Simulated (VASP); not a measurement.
# Pt: single point with PBEsol

Crystal: Pt.

```
CELL_PARAMETERS angstrom
0.00000 1.95907 1.95907
1.95907 0.00000 1.95907
1.95907 1.95907 0.00000
ATOMIC_POSITIONS crystal
Pt 0.00000 0.00000 0.00000
```

```yaml
Program: VASP 6.6.1
Task: single point
Functional: PBEsol
Potentials_or_basis: VASP PAW PBE potentials, release 64 (Pt)
Cutoff: 520 eV
k_mesh: 19 × 19 × 19
Occupations: fermi-dirac, width 0.05 eV
Spin: no spin polarisation
Dipole_correction: no
Further_INCAR_settings: ALGO = Normal; EDIFF = 1e-06; NBANDS = 11
```

```
Pressure               : -0.4 GPa
Band gap on the k mesh : zero (band 5 reaches 11.61 eV, above the bottom of band 6 at 9.41 eV)
```

Levels at points of the mesh, in eV from the Fermi level:
```
           k point  band 2  band 3  band 4  band 5  band 6  band 7  band 8  band 9
(0.00, 0.00, 0.00)   -3.81   -3.81   -3.81   -1.62   -1.62   14.63   19.60   19.60
```

It took 29 s on 1 thread of Intel Xeon 6975P-C, with other jobs on the host, peak memory 0.17 GiB.

Caveat: the PAW data sets were made with another functional, which shifts forces and pressure a little; spin-orbit coupling is left out, which moves the levels of the heavy elements.
